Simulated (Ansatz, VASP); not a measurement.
**Si2W: VASP beside Ansatz**

File INCAR:

```
SYSTEM = Si2W
PREC     = Accurate       ! precision mode
ENCUT    = 520            ! plane-wave cutoff, eV
EDIFF    = 1E-6           ! SCF threshold, eV
ISMEAR   = -1             ! smearing method
SIGMA    = 0.1            ! smearing width, eV
LREAL    = .False.        ! projectors in reciprocal space
LASPH    = .True.         ! aspherical terms in the spheres
NELM     = 100            ! most SCF steps
ALGO     = Normal         ! electronic algorithm
ISIF     = 2              ! what is computed and relaxed
LWAVE    = .False.        ! write WAVECAR
LCHARG   = .False.        ! write CHGCAR
GGA      = PE             ! functional
NBANDS   = 18             ! bands
```

The input KPOINTS:

```
Automatic mesh
0
Gamma
  10 10 8
  0 0 0
```

File POSCAR:

```
Si2W
1.0
    4.2375073878     -0.0000000001      0.0000000000
   -2.1187536939      3.6697890466      0.0000000000
    0.0000000000      0.0000000000      2.5665933992
W Si
1 2
Direct
    0.0000000000      0.0000000000      0.0000000000
    0.3333333333      0.6666666667      0.5000000000
    0.6666666667      0.3333333333      0.5000000000
```

Input for Ansatz:

```yaml
crystal:
  lattice:
    - [4.2375073878, -1.0e-10, 0.0]
    - [-2.1187536939, 3.6697890466, 0.0]
    - [0.0, 0.0, 2.5665933992]
  atoms:
    - { symbol: W, position: [0.0, 0.0, 0.0] }
    - { symbol: Si, position: [0.3333333333, 0.6666666667, 0.5] }
    - { symbol: Si, position: [0.6666666667, 0.3333333333, 0.5] }
kpoints:
  mp_grid: { grid: [10, 10, 8] }
scf:
  occupations: { method: fermi_dirac, width: 0.1 }
hamiltonian:
  xc: pbe
  pseudopotentials: { kind: all_electron, lapw: { basis_error: 0.001 } }
output:
  forces: true
  stress: true
  eigenvalues: true
  populations: true
```

Change from the starting cell: volume scaled by 0.94, LAPW.

Alike in both runs: task single point; functional PBE; k mesh 10 × 10 × 8; occupations fermi-dirac, width 0.1 eV; no spin polarisation.

|  | VASP | Ansatz |
| --- | --- | --- |
| version | VASP 6.6.1 | Ansatz 0.2.0 |
| potentials or method | VASP PAW PBE potentials, release 64 (W_sv, Si), cutoff 520 eV | all-electron LAPW, scalar-relativistic |

|  | VASP | Ansatz | Ansatz less VASP |
| --- | --- | --- | --- |
| pressure (GPa) | 12.5 | 12.3 | -0.14 |
| traceless stress, the component that is largest in VASP (GPa) | 0.23 | 0.02 | -0.210 |

Ansatz ran all-electron here, and VASP with PAW potentials.

Neither program's run includes spin-orbit coupling.
